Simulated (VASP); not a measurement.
# ScAl (Pm-3m) in VASP: a series of runs

ScAl is run at these levels: r2SCAN; tasks: single point.

Everything below comes from runs of VASP 6.6.1. Logs are shortened: lines on timing, memory, paths and dates and some standing lists are left out, and cuts for length are marked.

## Step 1: The cell of the first run

It takes space group Pm-3m (No. 221, cubic). Conventional cell: a = 3.369 Å, b = 3.369 Å, c = 3.369 Å, α = 90.00°, β = 90.00°, γ = 90.00°. Sc (site symmetry m-3m) has 8 Al at 2.92 Å and 6 Sc at 3.37 Å within 3.8 Å. Within 3.8 Å of Al (site symmetry m-3m) lie 8 Sc at 2.92 Å and 6 Al at 3.37 Å.

## Step 2: Single point, r2SCAN

POSCAR

```
ScAl
1.0
    3.3690951364      0.0000000000      0.0000000000
    0.0000000000      3.3690951364      0.0000000000
    0.0000000000      0.0000000000      3.3690951364
Sc Al
1 1
Direct
    0.5000000000      0.5000000000      0.5000000000
    0.0000000000      0.0000000000      0.0000000000
```

INCAR.step1

```
SYSTEM = ScAl
ALGO     = Normal         ! electronic algorithm
EDIFF    = 1E-4           ! SCF threshold, eV
ENCUT    = 520            ! plane-wave cutoff, eV
GGA      = PE             ! functional
ISMEAR   = 0              ! smearing method
LASPH    = .TRUE.         ! aspherical terms in the spheres
LCHARG   = .FALSE.        ! write CHGCAR
LREAL    = .FALSE.        ! projectors in reciprocal space
LWAVE    = .TRUE.         ! write WAVECAR
NBANDS   = 14             ! bands
NELM     = 80             ! most SCF steps
PREC     = Accurate       ! precision mode
SIGMA    = 0.1            ! smearing width, eV
```

INCAR.step2

```
SYSTEM = ScAl
ALGO     = Normal         ! electronic algorithm
EDIFF    = 1E-6           ! SCF threshold, eV
ENCUT    = 520            ! plane-wave cutoff, eV
ISIF     = 2              ! what is computed and relaxed
ISMEAR   = 0              ! smearing method
ISTART   = 1            
LASPH    = .TRUE.         ! aspherical terms in the spheres
LCHARG   = .FALSE.        ! write CHGCAR
LMIXTAU  = .TRUE.       
LREAL    = .FALSE.        ! projectors in reciprocal space
LWAVE    = .FALSE.        ! write WAVECAR
METAGGA  = R2SCAN         ! meta-GGA
NBANDS   = 14             ! bands
NELM     = 80             ! most SCF steps
PREC     = Accurate       ! precision mode
SIGMA    = 0.1            ! smearing width, eV
```

KPOINTS

```
k-points
0
G
  12 12 12
  0 0 0
```

Potentials or basis: VASP PAW PBE potentials, release 64 (Sc_sv, Al).

Run with:

```
> cat potpaw_PBE.64/Sc_sv/POTCAR potpaw_PBE.64/Al/POTCAR > POTCAR
> cp INCAR.step1 INCAR
> mpirun -np 1 vasp_std > vasp.out
> cp INCAR.step2 INCAR
> mpirun -np 1 vasp_std > vasp.out
```

OUTCAR:

```text
SYSTEM = ScAl
   EDIFF = 1E-6
   ENCUT = 520
   ISIF = 2
   ISMEAR = 0
   ISTART = 1
   LASPH = .TRUE.
   LREAL = .FALSE.
   METAGGA = R2SCAN
   NELM = 80
   PREC = Accurate

 ion  position               nearest neighbor table
   1  0.500  0.500  0.500-   2 2.92   2 2.92   2 2.92   2 2.92   2 2.92   2 2.92   2 2.92   2 2.92

   2  0.000  0.000  0.000-   1 2.92   1 2.92   1 2.92   1 2.92   1 2.92   1 2.92   1 2.92   1 2.92

  LATTYP: Found a simple cubic cell.
 ALAT       =     3.3690951364

  Lattice vectors:

 A1 = (   3.3690951364,   0.0000000000,   0.0000000000)
 A2 = (   0.0000000000,   3.3690951364,   0.0000000000)
 A3 = (   0.0000000000,   0.0000000000,   3.3690951364)

Analysis of symmetry for initial positions (statically):
=====================================================================
 Subroutine PRICEL returns:
 Original cell was already a primitive cell.

 Routine SETGRP: Setting up the symmetry group for a
 simple cubic supercell.

 Subroutine GETGRP returns: Found 48 space group operations
 (whereof 48 operations were pure point group operations)
 out of a pool of 48 trial point group operations.

The static configuration has the point symmetry O_h .

Analysis of symmetry for dynamics (positions and initial velocities):
=====================================================================
 Subroutine PRICEL returns:
 Original cell was already a primitive cell.

 Routine SETGRP: Setting up the symmetry group for a
 simple cubic supercell.

 Subroutine GETGRP returns: Found 48 space group operations
 (whereof 48 operations were pure point group operations)
 out of a pool of 48 trial point group operations.

The dynamic configuration has the point symmetry O_h .

 Subroutine INISYM returns: Found 48 space group operations
 (whereof 48 operations are pure point group operations),
 and found     1 'primitive' translations

----------------------------------------------------------------------------------------

                                     Primitive cell

  volume of cell :      38.2419

  direct lattice vectors                    reciprocal lattice vectors
     3.369095136  0.000000000  0.000000000     0.296815602  0.000000000  0.000000000
     0.000000000  3.369095136  0.000000000     0.000000000  0.296815602  0.000000000
     0.000000000  0.000000000  3.369095136     0.000000000  0.000000000  0.296815602

  length of vectors
     3.369095136  3.369095136  3.369095136     0.296815602  0.296815602  0.296815602

  position of ions in fractional coordinates (direct lattice)
     0.500000000  0.500000000  0.500000000
     0.000000000  0.000000000  0.000000000

  ion indices of the primitive-cell ions
   primitive index   ion index
                 1           1
                 2           2

----------------------------------------------------------------------------------------

 KPOINTS: k-points

Automatic generation of k-mesh.
 Grid dimensions read from file:
 generate k-points for:   12   12   12

 Generating k-lattice:

  Cartesian coordinates                     Fractional coordinates (reciprocal lattice)
     0.024734633  0.000000000  0.000000000     0.083333333  0.000000000  0.000000000
     0.000000000  0.024734633  0.000000000     0.000000000  0.083333333  0.000000000
     0.000000000  0.000000000  0.024734633     0.000000000  0.000000000  0.083333333

  Length of vectors
     0.024734633  0.024734633  0.024734633

  Shift w.r.t. Gamma in fractional coordinates (k-lattice)
     0.000000000  0.000000000  0.000000000

 Subroutine IBZKPT returns following result:
 ===========================================

 Found     84 irreducible k-points:

 Following reciprocal coordinates:
            Coordinates               Weight
  0.000000  0.000000  0.000000      1.000000
  0.083333  0.000000  0.000000      6.000000
  0.166667  0.000000  0.000000      6.000000
  0.250000  0.000000  0.000000      6.000000
  0.333333  0.000000  0.000000      6.000000
  0.416667  0.000000  0.000000      6.000000
[... 16 lines left out ...]
  0.333333  0.333333  0.000000     12.000000
  0.416667  0.333333  0.000000     24.000000
 [... further k-points ...]
   k-points           NKPTS =     84   k-points in BZ     NKDIM =     84   number of bands    NBANDS=     14
   number of dos      NEDOS =    301   number of ions     NIONS =      2
   total plane-waves  NPLWV =  21952
   dimension x,y,z NGX =    28 NGY =   28 NGZ =   28
   dimension x,y,z NGXF=    56 NGYF=   56 NGZF=   56
   ions per type =               1   1
   NGX,Y,Z   is equivalent  to a cutoff of  13.82, 13.82, 13.82 a.u.
   NGXF,Y,Z  is equivalent  to a cutoff of  27.63, 27.63, 27.63 a.u.
 SYSTEM =  ScAl
   PREC   = accura    normal or accurate (medium, high low for compatibility)
   ISTART =      1    job   : 0-new  1-cont  2-samecut
   ICHARG =      0    charge: 1-file 2-atom 10-const
   ISPIN  =      1    spin polarized calculation?
   LNONCOLLINEAR =      F non collinear calculations
   LSORBIT =      F    spin-orbit coupling
   LASPH  =      T    aspherical Exc in radial PAW
   ENCUT  =  520.0 eV  38.22 Ry    6.18 a.u.   6.26  6.26  6.26*2*pi/ulx,y,z
   NELM   =     80;   NELMIN=  2; NELMDL=  0     # of ELM steps
   EDIFF  = 0.1E-05   stopping-criterion for ELM
   LREAL  =      F    real-space projection
   EDIFFG = 0.1E-04   stopping-criterion for IOM
   NSW    =      0    number of steps for IOM
   IBRION =     -1    ionic relax: 0-MD 1-quasi-New 2-CG
   NFREE  =      0    steps in history (QN), initial steepest desc. (CG)
   ISIF   =      2    stress and relaxation
   ISYM   =      2    0-nonsym 1-usesym 2-fastsym
   POTIM  = 0.5000    time-step for ionic-motion
   TEBEG  =    0.0;   TEEND  =   0.0 temperature during run
   PSTRESS=    0.0 pullay stress
   NELECT =      14.0000    total number of electrons
   NUPDOWN=      -1.0000    fix difference up-down
   EMIN   =  10.00;   EMAX   =-10.00  energy-range for DOS
   EFERMI =   0.00;   METHOD = LEGACY
   ISMEAR =     0;   SIGMA  =   0.10  broadening in eV -4-tet -1-fermi 0-gaus
   EFERMI_NEDOS =   21; number of points for ismear=-14 and -15
   IALGO  =     38    algorithm
   IMIX   =      4    mixing-type and parameters
     AMIX     =   0.40;   BMIX     =  1.00
     AMIX_MAG =   1.60;   BMIX_MAG =  1.00
  volume/ion in A,a.u.               =      19.12       129.03
  Fermi-wavevector in a.u.,A,eV,Ry     =   1.171128  2.213110 18.660934  1.371540
  Thomas-Fermi vector in A             =   2.307576
   LORBIT       =      0    0 simple, 1 ext, 2 COOP (PROOUT), +10 PAW based schemes
   METAGGA = R2SCAN    functional components
   LHFCALC =     F    Hartree Fock is set to
   AEXX    =    0.0000 exact exchange contribution
   IVDW    =     0    specifies the selected vdW correction
   LEPSILON=     F    determine dielectric tensor
   LRPA    =     F    only Hartree local field effects (RPA)
 non-spin polarized calculation
 Gauss-broadening in eV      SIGMA  =   0.10
  energy-cutoff  :      520.00
  volume of cell :       38.24
 maximum number of plane-waves:      1064
 NGX is ok and might be reduce to    28
   NGX = 13   NGY = 13   NGZ = 13

 number of electron      14.0000002 magnetization

 Free energy of the ion-electron system (eV)
  ---------------------------------------------------
  ext. energy  EPLUGINS =         0.00000000
  ---------------------------------------------------
  free energy    TOTEN  =       -19.06167026 eV

  energy without entropy =      -19.05846725  energy(sigma->0) =      -19.06006876

 E-fermi :   6.1462     XC(G=0): -11.0327

 val. band max:        6.1101686655   @ k =   0.5000   0.4167   0.1667
 cond. band min:       6.1725755216   @ k =   0.3333   0.0000   0.0000
 fundamental gap:      0.0624068561
 Fermi energy:         6.1462485718

 k-point     1 :       0.0000    0.0000    0.0000
  band No.  band energies     occupation
      1     -45.4447      2.00000
      2     -23.0563      2.00000
      3     -23.0563      2.00000
      4     -23.0563      2.00000
      5      -2.8913      2.00000
      6       5.4467      2.00000
      7       5.4467      2.00000
      8       9.1099      0.00000
      9       9.1099      0.00000
     10       9.1099      0.00000
     11      10.0311      0.00000
     12      10.0311      0.00000
     13      10.0311      0.00000
     14      15.0380      0.00000

 k-point     2 :       0.0833    0.0000    0.0000
  band No.  band energies     occupation
      1     -45.4437      2.00000
      2     -23.0692      2.00000
      3     -23.0552      2.00000
      4     -23.0552      2.00000
      5      -2.7863      2.00000
      6       5.3250      2.00000
      7       5.5021      2.00000
      8       8.7410      0.00000
      9       8.7410      0.00000
     10       9.1254      0.00000
     11       9.7594      0.00000
     12      10.4698      0.00000
     13      10.4698      0.00000
     14      14.8562      0.00000

 k-point     3 :       0.1667    0.0000    0.0000
  band No.  band energies     occupation
      1     -45.4409      2.00000
      2     -23.1042      2.00000
      3     -23.0521      2.00000
      4     -23.0521      2.00000
      5      -2.4756      2.00000
      6       4.8778      2.00000
      7       5.6614      2.00000
      8       8.1928      0.00000
      9       8.1928      0.00000
     10       9.1683      0.00000
     11       9.3818      0.00000
     12      11.2337      0.00000
     13      11.2337      0.00000
     14      14.3614      0.00000
[... 324 lines left out ...]
 k-point    23 :       0.3333    0.3333    0.0000
  band No.  band energies     occupation
      1     -45.4218      2.00000
      2     -23.1816      2.00000
      3     -23.1765      2.00000
      4     -23.0309      2.00000
      5      -0.0318      2.00000
      6       3.8028      2.00000
      7       4.2852      2.00000
      8       6.7397      0.00000
      9       7.7213      0.00000
     10       8.1445      0.00000
     11       9.9544      0.00000
     12      11.1451      0.00000
     13      12.9526      0.00000
     14      13.9934      0.00000

 k-point    24 :       0.4167    0.3333    0.0000
  band No.  band energies     occupation
      1     -45.4190      2.00000
      2     -23.2117      2.00000
      3     -23.1742      2.00000
      4     -23.0278      2.00000
      5       0.5081      2.00000
      6       3.1885      2.00000
      7       4.5476      2.00000
      8       6.4330      0.00005
      9       7.6635      0.00000
     10       8.1213      0.00000
     11      10.0157      0.00000
     12      11.4023      0.00000
     13      12.3473      0.00000
     14      13.9714      0.00000

 [... further k-points ...]
[... 5 lines left out ...]
  --------------------------------------------------------------------------------------
  -------------------------------------------------------------------------------------
  Total        0.0416083      0.0416083      0.0416083      0.0000000     -0.0000000     -0.0000000
  in kB        1.7432161      1.7432161      1.7432161      0.0000000     -0.0000000     -0.0000000
  external PRESSURE =       1.7432161 kB  Pullay stress =       0.0000000 kB

 VOLUME and BASIS-vectors are now :
 -----------------------------------------------------------------------------
  energy-cutoff  :      520.00
  volume of cell :       38.24
      direct lattice vectors                 reciprocal lattice vectors
     3.369095136  0.000000000  0.000000000     0.296815602  0.000000000  0.000000000
     0.000000000  3.369095136  0.000000000     0.000000000  0.296815602  0.000000000
     0.000000000  0.000000000  3.369095136     0.000000000  0.000000000  0.296815602

 POSITION                                       TOTAL-FORCE (eV/Angst)
 -----------------------------------------------------------------------------------
      1.68455      1.68455      1.68455         0.000000      0.000000      0.000000
      0.00000      0.00000      0.00000         0.000000      0.000000      0.000000
 -----------------------------------------------------------------------------------
    total drift:                                0.000000      0.000000      0.000000

  FREE ENERGIE OF THE ION-ELECTRON SYSTEM (eV)
  ---------------------------------------------------
  free  energy   TOTEN  =       -19.0616702629 eV

  energy  without entropy=      -19.0584672478  energy(sigma->0) =      -19.06006876
```

Wall time 78 s (1 thread of Intel Xeon Platinum 8488C (Sapphire Rapids), shared host); peak memory 0.18 GiB.

What came out:

| Property | Result |
| --- | --- |
| Free energy | -19.0617 eV |
| Pressure | 0.2 GPa |
| Band gap on the k mesh | zero (band 7 reaches 6.56 eV, above the bottom of band 8 at 5.28 eV) |

Caveat: the PAW data sets were made with another functional, which shifts forces and pressure a little.

## Step 3: Single point, r2SCAN (volume scaled by 1.03)

POSCAR

```
ScAl
1.0
    3.4024546835      0.0000000000      0.0000000000
    0.0000000000      3.4024546835      0.0000000000
    0.0000000000      0.0000000000      3.4024546835
Sc Al
1 1
Direct
    0.5000000000      0.5000000000      0.5000000000
    0.0000000000      0.0000000000      0.0000000000
```

INCAR.step1

```
  ALGO = Normal
  EDIFF = 1E-4
  ENCUT = 520
  GGA = PE
  ISMEAR = 0
  LASPH = True
  LCHARG = False
  LREAL = False
  LWAVE = True
  NBANDS = 14
  NELM = 80
  PREC = Accurate
  SIGMA = 0.1
```

INCAR.step2

```
  ALGO = Normal
  EDIFF = 1E-6
  ENCUT = 520
  ISIF = 2
  ISMEAR = 0
  ISTART = 1
  LASPH = True
  LCHARG = False
  LMIXTAU = True
  LREAL = False
  LWAVE = False
  METAGGA = R2SCAN
  NBANDS = 14
  NELM = 80
  PREC = Accurate
  SIGMA = 0.1
```

KPOINTS

```
k-points
0
Gamma
  12 12 12
```

Potentials or basis: VASP PAW PBE potentials, release 64 (Sc_sv, Al).

Run with:

```
> cat potpaw_PBE.64/Sc_sv/POTCAR potpaw_PBE.64/Al/POTCAR > POTCAR
> cp INCAR.step1 INCAR
> mpirun -np 1 vasp_std > vasp.out
> cp INCAR.step2 INCAR
> mpirun -np 1 vasp_std > vasp.out
```

Run time: 80 s. Hardware: 1 thread of Intel Xeon Platinum 8488C (Sapphire Rapids), shared host; peak memory 0.19 GiB.

The run converged. Its results:

```yaml
Free_energy: -19.0550 eV
Pressure: -2.1 GPa
Band_gap_on_the_k_mesh: zero (band 7 reaches 6.33 eV, above the bottom of band 8 at 5.07 eV)
```

Levels at points of the mesh, in eV from the Fermi level:
| k point | band 3 | band 4 | band 5 | band 6 | band 7 | band 8 | band 9 | band 10 | band 11 | band 12 |
| --- | --- | --- | --- | --- | --- | --- | --- | --- | --- | --- |
| (0.00, 0.00, 0.00) | -29.30 | -29.30 | -8.92 | -0.65 | -0.65 | 2.87 | 2.87 | 2.87 | 3.75 | 3.75 |
| (0.50, 0.00, 0.00) | -29.28 | -29.28 | -6.06 | -4.85 | 0.35 | 0.87 | 0.87 | 3.10 | 3.92 | 6.13 |
| (0.50, 0.50, 0.00) | -29.44 | -29.27 | -4.90 | -2.15 | -2.15 | -0.85 | 1.67 | 1.67 | 3.80 | 5.06 |
| (0.50, 0.50, 0.50) | -29.42 | -29.42 | -2.67 | -2.67 | -2.67 | -0.44 | 2.82 | 2.82 | 2.82 | 3.86 |

Caveat: the PAW data sets were made with another functional, which shifts forces and pressure a little.

## Step 4: Single point, r2SCAN (volume scaled by 1.06)

POSCAR

```
ScAl
1.0
    3.4351726010      0.0000000000      0.0000000000
    0.0000000000      3.4351726010      0.0000000000
    0.0000000000      0.0000000000      3.4351726010
Sc Al
1 1
Direct
    0.5000000000      0.5000000000      0.5000000000
    0.0000000000      0.0000000000      0.0000000000
```

INCAR.step1

```
ALGO = Normal
EDIFF = 1E-4
ENCUT = 520
GGA = PE
ISMEAR = 0
LASPH = T
LCHARG = F
LREAL = F
LWAVE = T
NBANDS = 14
NELM = 80
PREC = Accurate
SIGMA = 0.1
```

INCAR.step2

```
ALGO = Normal
EDIFF = 1E-7
ENCUT = 520
ISIF = 2
ISMEAR = 0
ISTART = 1
LASPH = T
LCHARG = F
LMIXTAU = T
LREAL = F
LWAVE = F
METAGGA = R2SCAN
NBANDS = 14
NELM = 80
PREC = Accurate
SIGMA = 0.1
```

KPOINTS is that of step 3.

Run with:

```
> cat potpaw_PBE.64/Sc_sv/POTCAR potpaw_PBE.64/Al/POTCAR > POTCAR
> cp INCAR.step1 INCAR
> mpirun -np 1 vasp_std > vasp.out
> cp INCAR.step2 INCAR
> mpirun -np 1 vasp_std > vasp.out
```

Wall time 91 s (1 thread of Intel Xeon Platinum 8488C (Sapphire Rapids), shared host); peak memory 0.19 GiB.

The run converged. Its results:

```yaml
Free_energy: -19.0332 eV
Pressure: -4.0 GPa
Band_gap_on_the_k_mesh: zero (band 7 reaches 6.12 eV, above the bottom of band 8 at 4.86 eV)
```

Levels at points of the mesh, in eV from the Fermi level:
```tsv
k point	band 4	band 5	band 6	band 7	band 8	band 9	band 10	band 11
(0.00, 0.00, 0.00)	-29.39	-8.81	-0.61	-0.61	2.78	2.78	2.78	3.64
(0.50, 0.00, 0.00)	-29.38	-6.02	-4.77	0.35	0.85	0.85	3.00	3.78
(0.50, 0.50, 0.00)	-29.36	-4.84	-2.14	-2.14	-0.84	1.63	1.63	3.67
(0.50, 0.50, 0.50)	-29.50	-2.60	-2.60	-2.60	-0.57	2.74	2.74	2.74
```

Caveat: the PAW data sets were made with another functional, which shifts forces and pressure a little.

## Step 5: Single point, r2SCAN

POSCAR

```
ScAl
1.0
    3.3703489700      0.0000000000      0.0000000000
    0.0000000000      3.3703489700      0.0000000000
    0.0000000000      0.0000000000      3.3703489700
Sc Al
1 1
Direct
    0.5000000000      0.5000000000      0.5000000000
    0.0000000000      0.0000000000      0.0000000000
```

INCAR.step1

```
PREC = Accurate ; ENCUT = 520
ISMEAR = 0 ; SIGMA = 0.1
LREAL = F ; LASPH = T
NELM = 100 ; NBANDS = 14
GGA = PE ; ALGO = Normal
EDIFF = 1E-4 ; LWAVE = T
LCHARG = F
```

INCAR.step2

```
PREC = Accurate ; ENCUT = 520
EDIFF = 1E-7 ; ISMEAR = 0
SIGMA = 0.1 ; LREAL = F
LASPH = T ; NELM = 100
ALGO = Normal ; ISIF = 2
LWAVE = F ; LCHARG = F
METAGGA = R2SCAN ; LMIXTAU = T
NBANDS = 14 ; ISTART = 1
```

KPOINTS

```
regular mesh
0
Gamma
  6 6 6
```

Run with:

```
> cat potpaw_PBE.64/Sc_sv/POTCAR potpaw_PBE.64/Al/POTCAR > POTCAR
> cp INCAR.step1 INCAR
> mpirun -np 1 vasp_std > vasp.out
> cp INCAR.step2 INCAR
> mpirun -np 1 vasp_std > vasp.out
```

It took 37 s on 1 thread of Intel Xeon Platinum 8488C (Sapphire Rapids), shared host; peak memory 0.16 GiB.

The run converged. Its results:

| Quantity | Value |
| --- | --- |
| Free energy | -19.0551 eV |
| Pressure | 0.3 GPa |
| Band gap on the k mesh | zero (band 7 reaches 6.48 eV, above the bottom of band 8 at 5.28 eV) |

Levels at points of the mesh, in eV from the Fermi level:
```csv
k point,band 5,band 6,band 7,band 8,band 9,band 10
"(0.00, 0.00, 0.00)",-9.07,-0.74,-0.74,2.92,2.92,2.92
"(0.50, 0.00, 0.00)",-6.13,-4.95,0.30,0.85,0.85,3.16
"(0.50, 0.50, 0.00)",-5.00,-2.19,-2.19,-0.90,1.66,1.66
"(0.50, 0.50, 0.50)",-2.79,-2.79,-2.79,-0.34,2.87,2.87
```

Caveat: the PAW data sets were made with another functional, which shifts forces and pressure a little.

(Part 1 of 2 ends here.)
